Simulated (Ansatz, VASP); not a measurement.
# GaN: VASP beside Ansatz

INCAR

```
PREC = Accurate
ENCUT = 520
EDIFF = 1E-8
ISMEAR = -1
SIGMA = 0.02
LREAL = F
LASPH = T
NELM = 60
ALGO = Normal
ISIF = 2
LWAVE = F
LCHARG = F
GGA = PS
LEFG = T
NBANDS = 16
```

The input KPOINTS:

```
Automatic mesh
0
Gamma
  13 13 13
```

File POSCAR:

```
GaN
1.0
    0.0000000000      1.9925000000      1.9925000000
    1.9925000000      0.0000000000      1.9925000000
    1.9925000000      1.9925000000      0.0000000000
Ga N
1 1
Direct
    0.5000000000      0.5000000000      0.5000000000
    0.0000000000      0.0000000000      0.0000000000
```

Input for Ansatz:

```yaml
crystal:
  lattice:
    - [0.0, 1.9925, 1.9925]
    - [1.9925, 0.0, 1.9925]
    - [1.9925, 1.9925, 0.0]
  atoms:
    - { symbol: Ga, position: [0.5, 0.5, 0.5] }
    - { symbol: "N", position: [0.0, 0.0, 0.0] }
kpoints:
  mp_grid: { grid: [13, 13, 13] }
scf:
  occupations: { method: fermi_dirac, width: 0.02 }
hamiltonian:
  xc: pbesol
  pseudopotentials: { kind: paw, frozen_core: stored }
output:
  forces: true
  stress: true
  populations: true
  efg: { quadrupole_moments_barn: { Ga: 0.107, "N": 0.02044 } }
  write_density: true
  write_potential: true
  elf: true
  volumetric_format: npy
```

Alike in both runs: task electric field gradients; functional PBEsol; k mesh 13 × 13 × 13; occupations fermi-dirac, width 0.02 eV; no spin polarisation.

```csv
,VASP,Ansatz
version,VASP 6.6.1,Ansatz 0.2.0
potentials or method,"VASP PAW PBE potentials, release 64 (Ga_d, N)","plane-wave PAW, scalar-relativistic"
plane-wave cutoff (eV),520,420
valence electrons in the cell,18,18
```

Ansatz gave:

```
gap on the k mesh at the Fermi level (eV) : 1.83
```

**Question.** What did VASP give for the same quantities?

**Answer.** gap on the k mesh at the Fermi level (eV): 1.82.

VASP's potentials were made for PBE, not for PBEsol, and Ansatz warns of the same on its side.
